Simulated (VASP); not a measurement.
# SrO (Fm-3m) in VASP: notebook

SrO is run at these levels: r2SCAN; tasks: single point.

Everything below comes from runs of VASP 6.6.1. Logs are shortened: lines on timing, memory, paths and dates and some standing lists are left out, and cuts for length are marked.

### 1 The cell of the first run

The structure is cubic, space group Fm-3m (No. 225). Conventional cell: a = 5.108 Å, b = 5.108 Å, c = 5.108 Å, α = 90.00°, β = 90.00°, γ = 90.00°. Within 3.4 Å of Sr (site symmetry m-3m) lie 6 O at 2.55 Å. O (site symmetry m-3m) has 6 Sr at 2.55 Å within 3.4 Å.

### 2 Single point, r2SCAN (volume changed by -3%)

The input, POSCAR:

```
SrO
1.0
    0.0000000000      2.5538314131      2.5538314131
    2.5538314131      0.0000000000      2.5538314131
    2.5538314131      2.5538314131      0.0000000000
Sr O
1 1
Direct
    0.5000000000      0.5000000000      0.5000000000
    0.0000000000      0.0000000000      0.0000000000
```

The input, INCAR.step1:

```
PREC     = Accurate       # precision mode
ENCUT    = 520            # plane-wave cutoff, eV
ISMEAR   = 0              # smearing method
SIGMA    = 0.01           # smearing width, eV
LREAL    = F              # projectors in reciprocal space
LASPH    = T              # aspherical terms in the spheres
NELM     = 60             # most SCF steps
NBANDS   = 15             # bands
GGA      = PE             # functional
ALGO     = Normal         # electronic algorithm
EDIFF    = 1E-4           # SCF threshold, eV
LWAVE    = T              # write WAVECAR
LCHARG   = F              # write CHGCAR
```

The input, INCAR.step2:

```
PREC     = Accurate       # precision mode
ENCUT    = 520            # plane-wave cutoff, eV
EDIFF    = 1E-6           # SCF threshold, eV
ISMEAR   = 0              # smearing method
SIGMA    = 0.01           # smearing width, eV
LREAL    = F              # projectors in reciprocal space
LASPH    = T              # aspherical terms in the spheres
NELM     = 60             # most SCF steps
ALGO     = Normal         # electronic algorithm
ISIF     = 2              # what is computed and relaxed
LWAVE    = F              # write WAVECAR
LCHARG   = T              # write CHGCAR
METAGGA  = R2SCAN         # meta-GGA
LMIXTAU  = T            
LELF     = T              # ELF
LVHAR    = T            
NBANDS   = 15             # bands
ISTART   = 1
```

The input, KPOINTS:

```
regular mesh
0
Gamma
  8 8 8
```

Potentials or basis: VASP PAW PBE potentials, release 64 (Sr_sv, O).

Launch:

```
> cat potpaw_PBE.64/Sr_sv/POTCAR potpaw_PBE.64/O/POTCAR > POTCAR
> cp INCAR.step1 INCAR
> mpirun -np 1 vasp_std > vasp.out
> cp INCAR.step2 INCAR
> mpirun -np 1 vasp_std > vasp.out
```

OUTCAR:

```text
PREC = Accurate
   ENCUT = 520
   EDIFF = 1E-6
   ISMEAR = 0
   LREAL = F
   LASPH = T
   NELM = 60
   ISIF = 2
   METAGGA = R2SCAN
   ISTART = 1

 ion  position               nearest neighbor table
   1  0.500  0.500  0.500-   2 2.55   2 2.55   2 2.55   2 2.55   2 2.55   2 2.55
   2  0.000  0.000  0.000-   1 2.55   1 2.55   1 2.55   1 2.55   1 2.55   1 2.55

  LATTYP: Found a face centered cubic cell.
 ALAT       =     5.1076628262

  Lattice vectors:

 A1 = (   0.0000000000,   2.5538314131,   2.5538314131)
 A2 = (   2.5538314131,   0.0000000000,   2.5538314131)
 A3 = (   2.5538314131,   2.5538314131,   0.0000000000)

Analysis of symmetry for initial positions (statically):
=====================================================================
 Subroutine PRICEL returns:
 Original cell was already a primitive cell.

 Routine SETGRP: Setting up the symmetry group for a
 face centered cubic supercell.

 Subroutine GETGRP returns: Found 48 space group operations
 (whereof 48 operations were pure point group operations)
 out of a pool of 48 trial point group operations.

The static configuration has the point symmetry O_h .

Analysis of symmetry for dynamics (positions and initial velocities):
=====================================================================
 Subroutine PRICEL returns:
 Original cell was already a primitive cell.

 Routine SETGRP: Setting up the symmetry group for a
 face centered cubic supercell.

 Subroutine GETGRP returns: Found 48 space group operations
 (whereof 48 operations were pure point group operations)
 out of a pool of 48 trial point group operations.

The dynamic configuration has the point symmetry O_h .

 Subroutine INISYM returns: Found 48 space group operations
 (whereof 48 operations are pure point group operations),
 and found     1 'primitive' translations

----------------------------------------------------------------------------------------

                                     Primitive cell

  volume of cell :      33.3125

  direct lattice vectors                    reciprocal lattice vectors
     0.000000000  2.553831413  2.553831413    -0.195784263  0.195784263  0.195784263
     2.553831413  0.000000000  2.553831413     0.195784263 -0.195784263  0.195784263
     2.553831413  2.553831413  0.000000000     0.195784263  0.195784263 -0.195784263

  length of vectors
     3.611663020  3.611663020  3.611663020     0.339108290  0.339108290  0.339108290

  position of ions in fractional coordinates (direct lattice)
     0.500000000  0.500000000  0.500000000
     0.000000000  0.000000000  0.000000000

  ion indices of the primitive-cell ions
   primitive index   ion index
                 1           1
                 2           2

----------------------------------------------------------------------------------------

 KPOINTS: regular mesh

Automatic generation of k-mesh.
 Grid dimensions read from file:
 generate k-points for:    8    8    8

 Generating k-lattice:

  Cartesian coordinates                     Fractional coordinates (reciprocal lattice)
    -0.024473033  0.024473033  0.024473033     0.125000000  0.000000000  0.000000000
     0.024473033 -0.024473033  0.024473033     0.000000000  0.125000000  0.000000000
     0.024473033  0.024473033 -0.024473033     0.000000000  0.000000000  0.125000000

  Length of vectors
     0.042388536  0.042388536  0.042388536

  Shift w.r.t. Gamma in fractional coordinates (k-lattice)
     0.000000000  0.000000000  0.000000000

 Subroutine IBZKPT returns following result:
 ===========================================

 Found     29 irreducible k-points:

 Following reciprocal coordinates:
            Coordinates               Weight
  0.000000  0.000000  0.000000      1.000000
  0.125000  0.000000  0.000000      8.000000
  0.250000  0.000000  0.000000      8.000000
  0.375000  0.000000  0.000000      8.000000
  0.500000  0.000000  0.000000      4.000000
  0.125000  0.125000  0.000000      6.000000
[... 16 lines left out ...]
  0.500000  0.250000  0.125000     48.000000
 -0.375000  0.250000  0.125000     24.000000
 [... further k-points ...]
   k-points           NKPTS =     29   k-points in BZ     NKDIM =     29   number of bands    NBANDS=     15
   number of dos      NEDOS =    301   number of ions     NIONS =      2
   total plane-waves  NPLWV =  21952
   dimension x,y,z NGX =    28 NGY =   28 NGZ =   28
   dimension x,y,z NGXF=    56 NGYF=   56 NGZF=   56
   ions per type =               1   1
   NGX,Y,Z   is equivalent  to a cutoff of  12.89, 12.89, 12.89 a.u.
   NGXF,Y,Z  is equivalent  to a cutoff of  25.78, 25.78, 25.78 a.u.
 SYSTEM =  unknown system
   PREC   = accura    normal or accurate (medium, high low for compatibility)
   ISTART =      1    job   : 0-new  1-cont  2-samecut
   ICHARG =      0    charge: 1-file 2-atom 10-const
   ISPIN  =      1    spin polarized calculation?
   LNONCOLLINEAR =      F non collinear calculations
   LSORBIT =      F    spin-orbit coupling
   LASPH  =      T    aspherical Exc in radial PAW
   ENCUT  =  520.0 eV  38.22 Ry    6.18 a.u.   6.72  6.72  6.72*2*pi/ulx,y,z
   NELM   =     60;   NELMIN=  2; NELMDL=  0     # of ELM steps
   EDIFF  = 0.1E-05   stopping-criterion for ELM
   LREAL  =      F    real-space projection
   EDIFFG = 0.1E-04   stopping-criterion for IOM
   NSW    =      0    number of steps for IOM
   IBRION =     -1    ionic relax: 0-MD 1-quasi-New 2-CG
   NFREE  =      0    steps in history (QN), initial steepest desc. (CG)
   ISIF   =      2    stress and relaxation
   ISYM   =      2    0-nonsym 1-usesym 2-fastsym
   POTIM  = 0.5000    time-step for ionic-motion
   TEBEG  =    0.0;   TEEND  =   0.0 temperature during run
   PSTRESS=    0.0 pullay stress
   NELECT =      16.0000    total number of electrons
   NUPDOWN=      -1.0000    fix difference up-down
   EMIN   =  10.00;   EMAX   =-10.00  energy-range for DOS
   EFERMI =   0.00;   METHOD = LEGACY
   ISMEAR =     0;   SIGMA  =   0.01  broadening in eV -4-tet -1-fermi 0-gaus
   EFERMI_NEDOS =   21; number of points for ismear=-14 and -15
   IALGO  =     38    algorithm
   IMIX   =      4    mixing-type and parameters
     AMIX     =   0.40;   BMIX     =  1.00
     AMIX_MAG =   1.60;   BMIX_MAG =  1.00
  volume/ion in A,a.u.               =      16.66       112.40
  Fermi-wavevector in a.u.,A,eV,Ry     =   1.282073  2.422766 22.364033  1.643710
  Thomas-Fermi vector in A             =   2.414405
   LORBIT       =      0    0 simple, 1 ext, 2 COOP (PROOUT), +10 PAW based schemes
   METAGGA = R2SCAN    functional components
   LHFCALC =     F    Hartree Fock is set to
   AEXX    =    0.0000 exact exchange contribution
   IVDW    =     0    specifies the selected vdW correction
   LEPSILON=     F    determine dielectric tensor
   LRPA    =     F    only Hartree local field effects (RPA)
 non-spin polarized calculation
 Gauss-broadening in eV      SIGMA  =   0.01
  energy-cutoff  :      520.00
  volume of cell :       33.31
 maximum number of plane-waves:       934
   NGX = 13   NGY = 13   NGZ = 13

 number of electron      15.9999996 magnetization

 Free energy of the ion-electron system (eV)
  ---------------------------------------------------
  ext. energy  EPLUGINS =         0.00000000
  ---------------------------------------------------
  free energy    TOTEN  =       -27.04165902 eV

  energy without entropy =      -27.04165902  energy(sigma->0) =      -27.04165902

 E-fermi :   1.5738     XC(G=0): -10.6901

 val. band max:        1.4365059054   @ k =   0.0000   0.0000   0.0000
 cond. band min:       5.1675024941   @ k =   0.5000   0.5000   0.0000
 fundamental gap:      3.7309965887
 Fermi energy:         1.5738223229

 k-point     1 :       0.0000    0.0000    0.0000
  band No.  band energies     occupation
      1     -31.9632      2.00000
      2     -14.6157      2.00000
      3     -12.9645      2.00000
      4     -12.9645      2.00000
      5     -12.9645      2.00000
      6       1.4365      2.00000
      7       1.4365      2.00000
      8       1.4365      2.00000
      9       6.2492      0.00000
     10       8.2597      0.00000
     11       8.2597      0.00000
     12       8.2597      0.00000
     13      10.6269      0.00000
     14      10.6269      0.00000
     15      14.8409      0.00000

 k-point     2 :       0.1250    0.0000    0.0000
  band No.  band energies     occupation
      1     -31.9412      2.00000
      2     -14.9102      2.00000
      3     -12.9765      2.00000
      4     -12.9765      2.00000
      5     -12.7238      2.00000
      6       1.0058      2.00000
      7       1.2353      2.00000
      8       1.2353      2.00000
      9       6.9400      0.00000
     10       8.0979      0.00000
     11       8.5788      0.00000
     12       8.5788      0.00000
     13      11.0547      0.00000
     14      11.0547      0.00000
     15      15.8842      0.00000

 k-point     3 :       0.2500    0.0000    0.0000
  band No.  band energies     occupation
      1     -31.8876      2.00000
      2     -15.4403      2.00000
      3     -13.0050      2.00000
      4     -13.0050      2.00000
      5     -12.3227      2.00000
      6       0.1876      2.00000
      7       0.7986      2.00000
      8       0.7986      2.00000
      9       8.0365      0.00000
     10       8.4939      0.00000
     11       9.4472      0.00000
     12       9.4472      0.00000
     13      12.1264      0.00000
     14      12.1264      0.00000
     15      17.9837      0.00000
[... 343 lines left out ...]
 k-point    23 :       0.5000    0.2500    0.1250
  band No.  band energies     occupation
      1     -31.8056      2.00000
      2     -15.6269      2.00000
      3     -13.3459      2.00000
      4     -13.1473      2.00000
      5     -12.3135      2.00000
      6      -0.0889      2.00000
      7       0.4811      2.00000
      8       0.9274      2.00000
      9       7.5678      0.00000
     10       9.3729      0.00000
     11      11.1892      0.00000
     12      11.2532      0.00000
     13      13.4511      0.00000
     14      14.4295      0.00000
     15      16.9959      0.00000

 k-point    24 :      -0.3750    0.2500    0.1250
  band No.  band energies     occupation
      1     -31.7876      2.00000
      2     -15.6928      2.00000
      3     -13.3679      2.00000
      4     -13.2088      2.00000
      5     -12.2867      2.00000
      6      -0.1258      2.00000
      7       0.5610      2.00000
      8       0.6501      2.00000
      9       8.4277      0.00000
     10       8.8118      0.00000
     11      11.6285      0.00000
     12      11.6996      0.00000
     13      13.9842      0.00000
     14      15.3342      0.00000
     15      16.0939      0.00000

 [... further k-points ...]
[... 5 lines left out ...]
  --------------------------------------------------------------------------------------
  -------------------------------------------------------------------------------------
  Total        0.7610963      0.7610963      0.7610963     -0.0000000      0.0000000      0.0000000
  in kB       36.6052624     36.6052624     36.6052624     -0.0000000      0.0000000      0.0000000
  external PRESSURE =      36.6052624 kB  Pullay stress =       0.0000000 kB

 VOLUME and BASIS-vectors are now :
 -----------------------------------------------------------------------------
  energy-cutoff  :      520.00
  volume of cell :       33.31
      direct lattice vectors                 reciprocal lattice vectors
     0.000000000  2.553831413  2.553831413    -0.195784263  0.195784263  0.195784263
     2.553831413  0.000000000  2.553831413     0.195784263 -0.195784263  0.195784263
     2.553831413  2.553831413  0.000000000     0.195784263  0.195784263 -0.195784263

 POSITION                                       TOTAL-FORCE (eV/Angst)
 -----------------------------------------------------------------------------------
      2.55383      2.55383      2.55383        -0.000000     -0.000000     -0.000000
      0.00000      0.00000      0.00000         0.000000      0.000000      0.000000
 -----------------------------------------------------------------------------------
    total drift:                                0.000000      0.000000      0.000000

  FREE ENERGIE OF THE ION-ELECTRON SYSTEM (eV)
  ---------------------------------------------------
  free  energy   TOTEN  =       -27.0416590228 eV

  energy  without entropy=      -27.0416590228  energy(sigma->0) =      -27.04165902
```

Run time: 88 s. Hardware: 1 thread of AMD EPYC 7R43 (Zen 3), shared host; peak memory 0.14 GiB.

What came out:

```
Free energy            : -27.0417 eV
Pressure               : 3.7 GPa
Band gap on the k mesh : 3.73 eV, indirect (least direct gap 3.80 eV)
```

Caveat: the cell differs from its parent crystal (volume changed by -3%); the PAW data sets were made with another functional, which shifts forces and pressure a little. A k mesh can miss the band edges.

### 3 Single point, r2SCAN

This run uses another cell than the first one, of 17.17 Å³/atom, 1.031 times its volume.

The input, POSCAR:

```
SrO
1.0
    0.0000000000      2.5798927173      2.5798927173
    2.5798927173      0.0000000000      2.5798927173
    2.5798927173      2.5798927173      0.0000000000
Sr O
1 1
Direct
    0.5000000000      0.5000000000      0.5000000000
    0.0000000000      0.0000000000      0.0000000000
```

The input, INCAR.step1:

```
PREC     = Accurate       # precision mode
ENCUT    = 520            # plane-wave cutoff, eV
ISMEAR   = 0              # smearing method
SIGMA    = 0.01           # smearing width, eV
LREAL    = False          # projectors in reciprocal space
LASPH    = True           # aspherical terms in the spheres
NELM     = 80             # most SCF steps
NBANDS   = 15             # bands
GGA      = PE             # functional
ALGO     = Normal         # electronic algorithm
EDIFF    = 1E-4           # SCF threshold, eV
LWAVE    = True           # write WAVECAR
LCHARG   = False          # write CHGCAR
```

The input, INCAR.step2:

```
PREC     = Accurate       # precision mode
ENCUT    = 520            # plane-wave cutoff, eV
EDIFF    = 1E-6           # SCF threshold, eV
ISMEAR   = 0              # smearing method
SIGMA    = 0.01           # smearing width, eV
LREAL    = False          # projectors in reciprocal space
LASPH    = True           # aspherical terms in the spheres
NELM     = 80             # most SCF steps
ALGO     = Normal         # electronic algorithm
ISIF     = 2              # what is computed and relaxed
LWAVE    = False          # write WAVECAR
LCHARG   = False          # write CHGCAR
METAGGA  = R2SCAN         # meta-GGA
LMIXTAU  = True         
NBANDS   = 15             # bands
ISTART   = 1
```

KPOINTS is that of step 2.

Potentials or basis: VASP PAW PBE potentials, release 64 (Sr_sv, O).

Launch:

```
> cat potpaw_PBE.64/Sr_sv/POTCAR potpaw_PBE.64/O/POTCAR > POTCAR
> cp INCAR.step1 INCAR
> mpirun -np 1 vasp_std > vasp.out
> cp INCAR.step2 INCAR
> mpirun -np 1 vasp_std > vasp.out
```

It took 86 s on 1 thread of AMD EPYC 7R43 (Zen 3), shared host; peak memory 0.13 GiB.

Results (log left out):

- Free energy: -27.0557 eV
- Pressure: 0.5 GPa
- Band gap on the k mesh: 3.75 eV, indirect (least direct gap 3.84 eV)

Levels at points of the mesh, in eV from the valence-band top:
```tsv
k point	band 6	band 7	band 8	band 9	band 10	band 11
(0.00, 0.00, 0.00)	0.00	0.00	0.00	4.58	6.75	6.75
(0.50, 0.00, 0.00)	-2.10	-1.11	-1.11	7.07	8.99	9.42
(0.50, 0.50, 0.00)	-0.45	-0.09	-0.09	3.75	8.44	10.85
```

Caveat: the PAW data sets were made with another functional, which shifts forces and pressure a little. A k mesh can miss the band edges.

(Part 1 of 2 ends here.)
